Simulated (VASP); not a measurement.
# MgO (Fm-3m) in VASP: notebook

The runs below take MgO through single point, with PBE.

Program: VASP 6.6.1. These are calculated values, not measurements. Logs are shortened: lines on timing, memory, paths and dates and some standing lists are left out, and cuts for length are marked.

### 1 The cell of the first run

Symmetry: Fm-3m, No. 225, cubic system. The conventional cell has a = 4.194 Å, b = 4.194 Å, c = 4.194 Å, α = 90.00°, β = 90.00°, γ = 90.00°. Mg (site symmetry m-3m) has 6 O at 2.10 Å within 2.8 Å. O (site symmetry m-3m) has 6 Mg at 2.10 Å within 2.8 Å.

### 2 Single point, PBE

Contents of INCAR:

```
PREC = Accurate ; ENCUT = 520
EDIFF = 1E-6 ; ISMEAR = 0
SIGMA = 0.013000000000000001 ; LREAL = F
LASPH = T ; NELM = 60
ALGO = Normal ; ISIF = 2
LWAVE = F ; LCHARG = T
GGA = PE ; LELF = T
LVHAR = T ; NBANDS = 11
```

Contents of KPOINTS:

```
Automatic mesh
0
Gamma
  11 11 11
```

Contents of POSCAR:

```
MgO
1.0
    0.0000000000      2.0970013927      2.0970013927
    2.0970013927      0.0000000000      2.0970013927
    2.0970013927      2.0970013927      0.0000000000
Mg O
1 1
Direct
    0.0000000000      0.0000000000      0.0000000000
    0.5000000000      0.5000000000      0.5000000000
```

Potentials or basis: VASP PAW PBE potentials, release 64 (Mg, O).

Launch:

```sh
$ cat potpaw_PBE.64/Mg/POTCAR potpaw_PBE.64/O/POTCAR > POTCAR
$ mpirun -np 1 vasp_std > vasp.out
```

OUTCAR:

```text
PREC = Accurate
   ENCUT = 520
   EDIFF = 1E-6
   ISMEAR = 0
   LREAL = F
   LASPH = T
   NELM = 60
   ISIF = 2
   GGA = PE

 ion  position               nearest neighbor table
   1  0.000  0.000  0.000-   2 2.10   2 2.10   2 2.10   2 2.10   2 2.10   2 2.10
   2  0.500  0.500  0.500-   1 2.10   1 2.10   1 2.10   1 2.10   1 2.10   1 2.10

  LATTYP: Found a face centered cubic cell.
 ALAT       =     4.1940027854

  Lattice vectors:

 A1 = (   0.0000000000,   2.0970013927,   2.0970013927)
 A2 = (   2.0970013927,   0.0000000000,   2.0970013927)
 A3 = (   2.0970013927,   2.0970013927,   0.0000000000)

Analysis of symmetry for initial positions (statically):
=====================================================================
 Subroutine PRICEL returns:
 Original cell was already a primitive cell.

 Routine SETGRP: Setting up the symmetry group for a
 face centered cubic supercell.

 Subroutine GETGRP returns: Found 48 space group operations
 (whereof 48 operations were pure point group operations)
 out of a pool of 48 trial point group operations.

The static configuration has the point symmetry O_h .

Analysis of symmetry for dynamics (positions and initial velocities):
=====================================================================
 Subroutine PRICEL returns:
 Original cell was already a primitive cell.

 Routine SETGRP: Setting up the symmetry group for a
 face centered cubic supercell.

 Subroutine GETGRP returns: Found 48 space group operations
 (whereof 48 operations were pure point group operations)
 out of a pool of 48 trial point group operations.

The dynamic configuration has the point symmetry O_h .

 Subroutine INISYM returns: Found 48 space group operations
 (whereof 48 operations are pure point group operations),
 and found     1 'primitive' translations

----------------------------------------------------------------------------------------

                                     Primitive cell

  volume of cell :      18.4428

  direct lattice vectors                    reciprocal lattice vectors
     0.000000000  2.097001393  2.097001393    -0.238435702  0.238435702  0.238435702
     2.097001393  0.000000000  2.097001393     0.238435702 -0.238435702  0.238435702
     2.097001393  2.097001393  0.000000000     0.238435702  0.238435702 -0.238435702

  length of vectors
     2.965607810  2.965607810  2.965607810     0.412982751  0.412982751  0.412982751

  position of ions in fractional coordinates (direct lattice)
     0.000000000  0.000000000  0.000000000
     0.500000000  0.500000000  0.500000000

  ion indices of the primitive-cell ions
   primitive index   ion index
                 1           1
                 2           2

----------------------------------------------------------------------------------------

 KPOINTS: Automatic mesh

Automatic generation of k-mesh.
 Grid dimensions read from file:
 generate k-points for:   11   11   11

 Generating k-lattice:

  Cartesian coordinates                     Fractional coordinates (reciprocal lattice)
    -0.021675973  0.021675973  0.021675973     0.090909091  0.000000000  0.000000000
     0.021675973 -0.021675973  0.021675973     0.000000000  0.090909091  0.000000000
     0.021675973  0.021675973 -0.021675973     0.000000000  0.000000000  0.090909091

  Length of vectors
     0.037543886  0.037543886  0.037543886

  Shift w.r.t. Gamma in fractional coordinates (k-lattice)
     0.000000000  0.000000000  0.000000000

 Subroutine IBZKPT returns following result:
 ===========================================

 Found     56 irreducible k-points:

 Following reciprocal coordinates:
            Coordinates               Weight
  0.000000  0.000000  0.000000      1.000000
  0.090909  0.000000  0.000000      8.000000
  0.181818  0.000000  0.000000      8.000000
  0.272727  0.000000  0.000000      8.000000
  0.363636  0.000000  0.000000      8.000000
  0.454545  0.000000  0.000000      8.000000
[... 16 lines left out ...]
 -0.272727  0.181818  0.000000     24.000000
 -0.181818  0.181818  0.000000     12.000000
 [... further k-points ...]
   k-points           NKPTS =     56   k-points in BZ     NKDIM =     56   number of bands    NBANDS=     11
   number of dos      NEDOS =    301   number of ions     NIONS =      2
   total plane-waves  NPLWV =  13824
   dimension x,y,z NGX =    24 NGY =   24 NGZ =   24
   dimension x,y,z NGXF=    48 NGYF=   48 NGZF=   48
   ions per type =               1   1
   NGX,Y,Z   is equivalent  to a cutoff of  13.45, 13.45, 13.45 a.u.
   NGXF,Y,Z  is equivalent  to a cutoff of  26.91, 26.91, 26.91 a.u.
 SYSTEM =  unknown system
   PREC   = accura    normal or accurate (medium, high low for compatibility)
   ISTART =      0    job   : 0-new  1-cont  2-samecut
   ICHARG =      2    charge: 1-file 2-atom 10-const
   ISPIN  =      1    spin polarized calculation?
   LNONCOLLINEAR =      F non collinear calculations
   LSORBIT =      F    spin-orbit coupling
   LASPH  =      T    aspherical Exc in radial PAW
   ENCUT  =  520.0 eV  38.22 Ry    6.18 a.u.   5.51  5.51  5.51*2*pi/ulx,y,z
   NELM   =     60;   NELMIN=  2; NELMDL= -5     # of ELM steps
   EDIFF  = 0.1E-05   stopping-criterion for ELM
   LREAL  =      F    real-space projection
   EDIFFG = 0.1E-04   stopping-criterion for IOM
   NSW    =      0    number of steps for IOM
   IBRION =     -1    ionic relax: 0-MD 1-quasi-New 2-CG
   NFREE  =      0    steps in history (QN), initial steepest desc. (CG)
   ISIF   =      2    stress and relaxation
   ISYM   =      2    0-nonsym 1-usesym 2-fastsym
   POTIM  = 0.5000    time-step for ionic-motion
   TEBEG  =    0.0;   TEEND  =   0.0 temperature during run
   PSTRESS=    0.0 pullay stress
   NELECT =       8.0000    total number of electrons
   NUPDOWN=      -1.0000    fix difference up-down
   EMIN   =  10.00;   EMAX   =-10.00  energy-range for DOS
   EFERMI =   0.00;   METHOD = LEGACY
   ISMEAR =     0;   SIGMA  =   0.01  broadening in eV -4-tet -1-fermi 0-gaus
   EFERMI_NEDOS =   21; number of points for ismear=-14 and -15
   IALGO  =     38    algorithm
   IMIX   =      4    mixing-type and parameters
     AMIX     =   0.40;   BMIX     =  1.00
     AMIX_MAG =   1.60;   BMIX_MAG =  1.00
  volume/ion in A,a.u.               =       9.22        62.23
  Fermi-wavevector in a.u.,A,eV,Ry     =   1.239261  2.341864 20.895389  1.535768
  Thomas-Fermi vector in A             =   2.373752
   LORBIT       =      0    0 simple, 1 ext, 2 COOP (PROOUT), +10 PAW based schemes
   GGA     = PE    functional components
   LHFCALC =     F    Hartree Fock is set to
   AEXX    =    0.0000 exact exchange contribution
   IVDW    =     0    specifies the selected vdW correction
   LEPSILON=     F    determine dielectric tensor
   LRPA    =     F    only Hartree local field effects (RPA)
 non-spin polarized calculation
 Gauss-broadening in eV      SIGMA  =   0.01
  energy-cutoff  :      520.00
  volume of cell :       18.44
 maximum number of plane-waves:       531
 NGX is ok and might be reduce to    24
   NGX = 11   NGY = 11   NGZ = 11

 number of electron       8.0000004 magnetization

 Free energy of the ion-electron system (eV)
  ---------------------------------------------------
  ext. energy  EPLUGINS =         0.00000000
  ---------------------------------------------------
  free energy    TOTEN  =       -11.89769122 eV

  energy without entropy =      -11.89769122  energy(sigma->0) =      -11.89769122

 E-fermi :   3.4352     XC(G=0): -11.1399

 val. band max:        3.2844925301   @ k =   0.0000   0.0000   0.0000
 cond. band min:       8.1373565285   @ k =   0.0000   0.0000   0.0000
 fundamental gap:      4.8528639984
 Fermi energy:         3.4351719095

 k-point     1 :       0.0000    0.0000    0.0000
  band No.  band energies     occupation
      1     -14.0457      2.00000
      2       3.2845      2.00000
      3       3.2845      2.00000
      4       3.2845      2.00000
      5       8.1374      0.00000
      6      19.1572      0.00000
      7      19.1572      0.00000
      8      19.1572      0.00000
      9      23.1080      0.00000
     10      24.8974      0.00000
     11      24.8974      0.00000

 k-point     2 :       0.0909    0.0000    0.0000
  band No.  band energies     occupation
      1     -13.9559      2.00000
      2       2.7319      2.00000
      3       3.2270      2.00000
      4       3.2270      2.00000
      5       8.6683      0.00000
      6      18.0633      0.00000
      7      19.3622      0.00000
      8      19.3622      0.00000
      9      24.2781      0.00000
     10      24.2781      0.00000
     11      24.5764      0.00000

 k-point     3 :       0.1818    0.0000    0.0000
  band No.  band energies     occupation
      1     -13.7051      2.00000
      2       1.5531      2.00000
      3       3.0770      2.00000
      4       3.0770      2.00000
      5       9.7433      0.00000
      6      16.6180      0.00000
      7      19.8202      0.00000
      8      19.8202      0.00000
      9      23.5596      0.00000
     10      23.5596      0.00000
     11      25.7901      0.00000

 k-point     4 :       0.2727    0.0000    0.0000
  band No.  band energies     occupation
      1     -13.3505      2.00000
      2       0.2996      2.00000
      3       2.8892      2.00000
      4       2.8892      2.00000
      5      10.6896      0.00000
      6      15.8180      0.00000
      7      20.0595      0.00000
      8      20.0595      0.00000
      9      23.6991      0.00000
     10      23.6991      0.00000
     11      25.3354      0.00000
[... 239 lines left out ...]
 k-point    22 :      -0.3636    0.1818    0.0000
  band No.  band energies     occupation
      1     -12.6868      2.00000
      2      -0.7709      2.00000
      3       1.5310      2.00000
      4       2.5339      2.00000
      5      12.5916      0.00000
      6      15.6088      0.00000
      7      17.5220      0.00000
      8      20.5258      0.00000
      9      24.2946      0.00000
     10      24.8674      0.00000
     11      28.0885      0.00000

 k-point    23 :      -0.2727    0.1818    0.0000
  band No.  band energies     occupation
      1     -12.9285      2.00000
      2      -0.2585      2.00000
      3       1.7107      2.00000
      4       2.7120      2.00000
      5      12.2957      0.00000
      6      15.2667      0.00000
      7      18.0880      0.00000
      8      20.8219      0.00000
      9      22.9725      0.00000
     10      24.8107      0.00000
     11      28.2219      0.00000

 k-point    24 :      -0.1818    0.1818    0.0000
  band No.  band energies     occupation
      1     -13.2441      2.00000
      2       0.4003      2.00000
      3       2.1552      2.00000
      4       2.9025      2.00000
      5      11.4462      0.00000
      6      15.4013      0.00000
      7      18.9006      0.00000
      8      21.3903      0.00000
      9      21.4227      0.00000
     10      24.6943      0.00000
     11      28.0453      0.00000

 [... further k-points ...]

------------------------ aborting loop because EDIFF is reached ----------------------------------------

  FORCE on cell =-STRESS in cart. coord.  units (eV):
  Direction    XX          YY          ZZ          XY          YZ          ZX
  --------------------------------------------------------------------------------------
  -------------------------------------------------------------------------------------
  Total        0.7113038      0.7113038      0.7113038      0.0000000      0.0000000      0.0000000
  in kB       61.7930425     61.7930425     61.7930425      0.0000000      0.0000000      0.0000000
  external PRESSURE =      61.7930425 kB  Pullay stress =       0.0000000 kB

 VOLUME and BASIS-vectors are now :
 -----------------------------------------------------------------------------
  energy-cutoff  :      520.00
  volume of cell :       18.44
      direct lattice vectors                 reciprocal lattice vectors
     0.000000000  2.097001393  2.097001393    -0.238435702  0.238435702  0.238435702
     2.097001393  0.000000000  2.097001393     0.238435702 -0.238435702  0.238435702
     2.097001393  2.097001393  0.000000000     0.238435702  0.238435702 -0.238435702

 POSITION                                       TOTAL-FORCE (eV/Angst)
 -----------------------------------------------------------------------------------
      0.00000      0.00000      0.00000         0.000000      0.000000      0.000000
      2.09700      2.09700      2.09700         0.000000      0.000000      0.000000
 -----------------------------------------------------------------------------------
    total drift:                               -0.000000     -0.000000      0.000000

  FREE ENERGIE OF THE ION-ELECTRON SYSTEM (eV)
  ---------------------------------------------------
  free  energy   TOTEN  =       -11.8976912185 eV

  energy  without entropy=      -11.8976912185  energy(sigma->0) =      -11.89769122
```

Run time: 4.9 s. Hardware: 1 thread of Intel Xeon 6975P-C (Granite Rapids), shared host; peak memory 0.14 GiB.

Results:

| Quantity | Value |
| --- | --- |
| Free energy | -11.8977 eV |
| Pressure | 6.2 GPa |
| Band gap on the k mesh | 4.85 eV, direct |

Levels at points of the mesh, in eV from the valence-band top:
```csv
k point,band 2,band 3,band 4,band 5,band 6,band 7
"(0.00, 0.00, 0.00)",0.00,0.00,0.00,4.85,15.87,15.87
```

As with any semilocal functional, this PBE gap is likely too small.

### 3 Single point, PBE

Contents of INCAR:

```
SYSTEM = MgO
PREC = Accurate ; ENCUT = 520
EDIFF = 1E-6 ; ISMEAR = 0
SIGMA = 0.019000000000000003 ; LREAL = .False.
LASPH = .True. ; NELM = 100
ALGO = Normal ; ISIF = 2
LWAVE = .False. ; LCHARG = .False.
GGA = PE ; NBANDS = 11
```

Contents of KPOINTS:

```
Automatic mesh
0
Gamma
  11 11 11
  0 0 0
```

POSCAR is that of step 2.

Potentials or basis: VASP PAW PBE potentials, release 64 (Mg, O).

Launch:

```sh
$ cat potpaw_PBE.64/Mg/POTCAR potpaw_PBE.64/O/POTCAR > POTCAR
$ mpirun -np 1 vasp_std > vasp.out
```

OUTCAR:

```text
SYSTEM = MgO
   PREC = Accurate
   ENCUT = 520
   EDIFF = 1E-6
   ISMEAR = 0
   LREAL = .False.
   LASPH = .True.
   NELM = 100
   ISIF = 2
   GGA = PE

 ion  position               nearest neighbor table
   1  0.000  0.000  0.000-   2 2.10   2 2.10   2 2.10   2 2.10   2 2.10   2 2.10
   2  0.500  0.500  0.500-   1 2.10   1 2.10   1 2.10   1 2.10   1 2.10   1 2.10

  LATTYP: Found a face centered cubic cell.
 ALAT       =     4.1940027854

  Lattice vectors:

 A1 = (   0.0000000000,   2.0970013927,   2.0970013927)
 A2 = (   2.0970013927,   0.0000000000,   2.0970013927)
 A3 = (   2.0970013927,   2.0970013927,   0.0000000000)

Analysis of symmetry for initial positions (statically):
=====================================================================
 Subroutine PRICEL returns:
 Original cell was already a primitive cell.

 Routine SETGRP: Setting up the symmetry group for a
 face centered cubic supercell.

 Subroutine GETGRP returns: Found 48 space group operations
 (whereof 48 operations were pure point group operations)
 out of a pool of 48 trial point group operations.

The static configuration has the point symmetry O_h .

Analysis of symmetry for dynamics (positions and initial velocities):
=====================================================================
 Subroutine PRICEL returns:
 Original cell was already a primitive cell.

 Routine SETGRP: Setting up the symmetry group for a
 face centered cubic supercell.

 Subroutine GETGRP returns: Found 48 space group operations
 (whereof 48 operations were pure point group operations)
 out of a pool of 48 trial point group operations.

The dynamic configuration has the point symmetry O_h .

 Subroutine INISYM returns: Found 48 space group operations
 (whereof 48 operations are pure point group operations),
 and found     1 'primitive' translations

----------------------------------------------------------------------------------------

                                     Primitive cell

  volume of cell :      18.4428
[... 117 lines left out ...]
   IVDW    =     0    specifies the selected vdW correction
   LEPSILON=     F    determine dielectric tensor
   LRPA    =     F    only Hartree local field effects (RPA)
 non-spin polarized calculation
 Gauss-broadening in eV      SIGMA  =   0.02
  energy-cutoff  :      520.00
  volume of cell :       18.44
 maximum number of plane-waves:       531
 NGX is ok and might be reduce to    24
   NGX = 11   NGY = 11   NGZ = 11

 number of electron       8.0000004 magnetization

 Free energy of the ion-electron system (eV)
  ---------------------------------------------------
  ext. energy  EPLUGINS =         0.00000000
  ---------------------------------------------------
  free energy    TOTEN  =       -11.89769122 eV

  energy without entropy =      -11.89769122  energy(sigma->0) =      -11.89769122

 E-fermi :   3.4352     XC(G=0): -11.1399

 val. band max:        3.2844925301   @ k =   0.0000   0.0000   0.0000
 cond. band min:       8.1373565285   @ k =   0.0000   0.0000   0.0000
 fundamental gap:      4.8528639984
 Fermi energy:         3.4351719095

 k-point     1 :       0.0000    0.0000    0.0000
  band No.  band energies     occupation
      1     -14.0457      2.00000
      2       3.2845      2.00000
      3       3.2845      2.00000
      4       3.2845      2.00000
      5       8.1374      0.00000
      6      19.1572      0.00000
      7      19.1572      0.00000
      8      19.1572      0.00000
      9      23.1080      0.00000
     10      24.8974      0.00000
     11      24.8974      0.00000
[... 309 lines left out ...]
 k-point    24 :      -0.1818    0.1818    0.0000
  band No.  band energies     occupation
      1     -13.2441      2.00000
      2       0.4003      2.00000
      3       2.1552      2.00000
      4       2.9025      2.00000
      5      11.4462      0.00000
      6      15.4013      0.00000
      7      18.9006      0.00000
      8      21.3903      0.00000
      9      21.4227      0.00000
     10      24.6943      0.00000
     11      28.0453      0.00000

 [... further k-points ...]

------------------------ aborting loop because EDIFF is reached ----------------------------------------

  FORCE on cell =-STRESS in cart. coord.  units (eV):
  Direction    XX          YY          ZZ          XY          YZ          ZX
  --------------------------------------------------------------------------------------
  -------------------------------------------------------------------------------------
  Total        0.7113038      0.7113038      0.7113038     -0.0000000     -0.0000000      0.0000000
  in kB       61.7930425     61.7930425     61.7930425     -0.0000000     -0.0000000      0.0000000
  external PRESSURE =      61.7930425 kB  Pullay stress =       0.0000000 kB

 VOLUME and BASIS-vectors are now :
 -----------------------------------------------------------------------------
  energy-cutoff  :      520.00
  volume of cell :       18.44
      direct lattice vectors                 reciprocal lattice vectors
     0.000000000  2.097001393  2.097001393    -0.238435702  0.238435702  0.238435702
     2.097001393  0.000000000  2.097001393     0.238435702 -0.238435702  0.238435702
     2.097001393  2.097001393  0.000000000     0.238435702  0.238435702 -0.238435702

 POSITION                                       TOTAL-FORCE (eV/Angst)
 -----------------------------------------------------------------------------------
      0.00000      0.00000      0.00000         0.000000     -0.000000      0.000000
      2.09700      2.09700      2.09700        -0.000000      0.000000     -0.000000
 -----------------------------------------------------------------------------------
    total drift:                               -0.000000     -0.000000      0.000000

  FREE ENERGIE OF THE ION-ELECTRON SYSTEM (eV)
  ---------------------------------------------------
  free  energy   TOTEN  =       -11.8976912185 eV

  energy  without entropy=      -11.8976912185  energy(sigma->0) =      -11.89769122
```

Wall time 5.2 s (1 thread of Intel Xeon 6975P-C (Granite Rapids), shared host); peak memory 0.14 GiB.

Results:

```yaml
Free_energy: -11.8977 eV
Pressure: 6.2 GPa
Band_gap_on_the_k_mesh: 4.85 eV, direct
```

Expect the measured gap to be larger: semilocal functionals such as PBE lack the derivative discontinuity.
